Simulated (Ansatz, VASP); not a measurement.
**Two plane-wave programs on TiSi2**

File POSCAR:

```
TiSi2
1.0
   -1.4728720000      1.7121300000      4.2120830000
    1.4728720000     -1.7121300000      4.2120830000
    1.4728720000      1.7121300000     -4.2120830000
Ti Si
1 2
Direct
    0.0000000000      0.0000000000      0.0000000000
    0.6700780000      0.6700780000      0.0000000000
    0.3299220000      0.3299220000      0.0000000000
```

File INCAR.step1:

```
  PREC = Accurate
  ENCUT = 520
  EDIFF = 1E-5
  ISMEAR = -1
  SIGMA = 0.05
  LREAL = False
  LASPH = True
  NELM = 80
  ALGO = Normal
  ISIF = 2
  LWAVE = True
  LCHARG = False
  NBANDS = 17
  GGA = PE
  LUSENCCL = False
```

Contents of INCAR.step2:

```
  PREC = Accurate
  ENCUT = 520
  EDIFF = 1E-7
  ISMEAR = -1
  SIGMA = 0.05
  LREAL = False
  LASPH = True
  NELM = 80
  ALGO = Normal
  ISIF = 2
  LWAVE = False
  LCHARG = False
  GGA = PE
  LHFCALC = True
  AEXX = 0.25
  HFSCREEN = 0.1
  PRECFOCK = Normal
  NBANDS = 17
  ISTART = 1
  LUSENCCL = False
```

The input KPOINTS:

```
regular mesh
0
Gamma
  6 6 6
```

File input.yaml:

```yaml
crystal:
  lattice:
    - [-1.472872, 1.71213, 4.212083]
    - [1.472872, -1.71213, 4.212083]
    - [1.472872, 1.71213, -4.212083]
  atoms:
    - { symbol: Ti, position: [0.0, 0.0, 0.0] }
    - { symbol: Si, position: [0.670078, 0.670078, 0.0] }
    - { symbol: Si, position: [0.329922, 0.329922, 0.0] }
hamiltonian:
  xc: { exchange: pbe, correlation: pbe, exx: { coeff: 0.25, omega: 0.1 } }
  pseudopotentials: { kind: paw }
kpoints:
  mp_grid: { grid: [6, 6, 6] }
scf:
  occupations: { method: fermi_dirac, width: 0.05 }
output:
  forces: true
  stress: true
  eigenvalues: true
```

Alike in both runs: task single point; functional PBE-based screened hybrid with a share of 0.25 of exact exchange and HFSCREEN = 0.1; k mesh 6 × 6 × 6; occupations fermi-dirac, width 0.05 eV; no spin polarisation.

```csv
,VASP,Ansatz
version,VASP 6.6.1,Ansatz 0.2.0
potentials or method,"VASP PAW PBE potentials, release 64 (Ti_sv, Si)",Ansatz PAW
plane-wave cutoff (eV),520,420
valence electrons in the cell,20,20
```

Ansatz gave:

| Quantity | Value |
| --- | --- |
| gap on the k mesh at the Fermi level (eV) | none |
| pressure (GPa) | -3.4 |
| traceless stress, the component that is largest in VASP (GPa) | -1.42 |
| rms of the force components (eV/Å) | 0.084 |

Q: Which values does VASP return?

A: gap on the k mesh at the Fermi level (eV): none; pressure (GPa): -3.7; traceless stress, the component that is largest in VASP (GPa): -1.39; rms of the force components (eV/Å): 0.085.

VASP's potentials were made for PBE, not for PBE-based screened hybrid. Atom by atom the forces differ by 0.001 eV/Å (rms over components). A gap of «none» marks a metal or a gap that the smearing closes.

The k mesh is coarse, so the values compare programs but aren't converged.
